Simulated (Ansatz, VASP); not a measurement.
Two plane-wave programs on GaSb

```xyz
2
Lattice="0.0000 2.6909 2.6909 2.6909 0.0000 2.6909 2.6909 2.6909 0.0000" Properties=species:S:1:pos:R:3 pbc="T T T"
Ga    0.0000    0.0000    0.0000
Sb    4.0363    4.0363    4.0363
```

Alike in both runs: task single point; functional PBE; k mesh 6 × 6 × 6; occupations gaussian, width 0.1 eV; no spin polarisation.

|  | VASP | Ansatz |
| --- | --- | --- |
| version | VASP 6.6.1 | Ansatz 0.2.0 |
| potentials or method | VASP PAW PBE potentials, release 64 (Ga_d, Sb), cutoff 500 eV | scalar-relativistic, plane waves, PAW |
| valence electrons in the cell | 18 | 28 |

|  | VASP | Ansatz | Ansatz less VASP |
| --- | --- | --- | --- |
| gap on the k mesh at the Fermi level (eV) | 0.10 | 0.13 | +0.032 |
| least direct gap on the mesh (eV) | 2.46 | 2.49 | +0.032 |

VASP's potentials hold 18 valence electrons a cell and Ansatz's 28, so a difference there can come from the potentials and not from the codes.

Spin-orbit coupling is off throughout.
